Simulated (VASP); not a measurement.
Write the native input for VASP 6.6.1 that does the following.

- Task: single point
- Functional: PBE
- Potentials or basis: VASP PAW PBE potentials, release 64 (Sr_sv, Ti_sv, O)
- Cutoff: 520 eV
- k mesh: 2 × 2 × 2
- Occupations: gaussian, width 0.05 eV
- Spin: no spin polarisation
- Dipole correction: no
- Further INCAR settings: LREAL = Auto; ALGO = Normal; EDIFF = 1e-06; NBANDS = 191

The structure of Sr9Ti8O24 (a cell with a defect) lies in POSCAR:

```
Sr9Ti8O24
1.0
    7.8100000000      0.0000000000      0.0000000000
    0.0000000000      7.8100000000      0.0000000000
    0.0000000000      0.0000000000      7.8100000000
Sr Ti O
9 8 24
Direct
    0.0002205056     -0.0000980499      0.0061723236
    0.0003727484     -0.0001277720      0.5061642962
    0.0002036241      0.4999077471      0.0061467259
    0.0002453909      0.4999106235      0.5061581895
    0.5002246490     -0.0000883849      0.0061512752
    0.5002271300     -0.0001033525      0.5061628364
    0.5002747376      0.4999018989     -0.1473586165
    0.4999215529      0.4999621302      0.5061667889
    0.5003506988      0.4998694301      0.1596995174
    0.2435005117      0.2431647088      0.2592899071
    0.2434693977      0.2431596182      0.7529858622
    0.2435098806      0.7566298988      0.2592586796
    0.2434759756      0.7566520944      0.7529796722
    0.7570099126      0.2431236168      0.2593933694
    0.7569821084      0.2431468472      0.7529749037
    0.7569928903      0.7566632468      0.2593596095
    0.7569808999      0.7566698225      0.7529597365
    0.0002476972      0.2472690585      0.2266895588
    0.2476140757     -0.0000985880      0.2268006367
    0.2855521925      0.2851035392      0.0061766221
    0.0002293970      0.2472676609      0.7856437107
    0.2475585872     -0.0000940746      0.7855411065
    0.2216734601      0.2214537380      0.5061680598
    0.0002455880      0.7525309447      0.2267412692
    0.2394324954      0.4998999910      0.2945226400
    0.2855165799      0.7146877915      0.0061835128
    0.0002290739      0.7525552803      0.7855928444
    0.2393817119      0.4999062178      0.7178273464
    0.2217331095      0.7783408675      0.5061727380
    0.5002591878      0.2390670926      0.2946380080
    0.7528823652     -0.0001000342      0.2266321950
    0.7149752143      0.2852288439      0.0061646131
    0.5002373542      0.2390700277      0.7177091532
    0.7528618762     -0.0000940530      0.7856984224
    0.7788577771      0.2212093716      0.5061654036
    0.5002558871      0.7607253564      0.2945910148
    0.7610670286      0.4998970806      0.2947266706
    0.7150148785      0.7145671135      0.0061650970
    0.5002333156      0.7607497482      0.7177527276
    0.7610422504      0.4999027252      0.7176306657
    0.7787940826      0.7785822768      0.5061629070
```

The input as run:

INCAR

```
SYSTEM = Sr9Ti8O24
ALGO = Normal
EDIFF = 1E-6
ENCUT = 520
GGA = PE
ISIF = 2
ISMEAR = 0
KPAR = 2
LASPH = .True.
LCHARG = .False.
LREAL = Auto
LWAVE = .False.
NBANDS = 191
NCORE = 2
NELM = 60
PREC = Accurate
SIGMA = 0.05
```

KPOINTS

```
k-points
0
Gamma
  2 2 2
  0 0 0
```

Potentials or basis: VASP PAW PBE potentials, release 64 (Sr_sv, Ti_sv, O).

Run with:

```console
$ cat potpaw_PBE.64/Sr_sv/POTCAR potpaw_PBE.64/Ti_sv/POTCAR potpaw_PBE.64/O/POTCAR > POTCAR
$ mpirun -np 4 vasp_std > vasp.out
```

It gave:

| Property | Result |
| --- | --- |
| Pressure | 13.7 GPa |
| Largest force | 0.073 eV/Å |
| Band gap on the k mesh | zero (bands 165 and 166 overlap by 1.21 eV) |

Caveat: the k points lie up to 0.40 Å⁻¹ apart, too coarse for converged energies and pressures of a metal; semilocal functionals often make such compounds metallic where correlation or magnetic order opens a gap, which also shifts bond lengths.

Run time: 6.2 min on 4 MPI ranks on Oxide Virtual Turin-like Processor, with other jobs on the host, peak memory 0.48 GiB a rank.
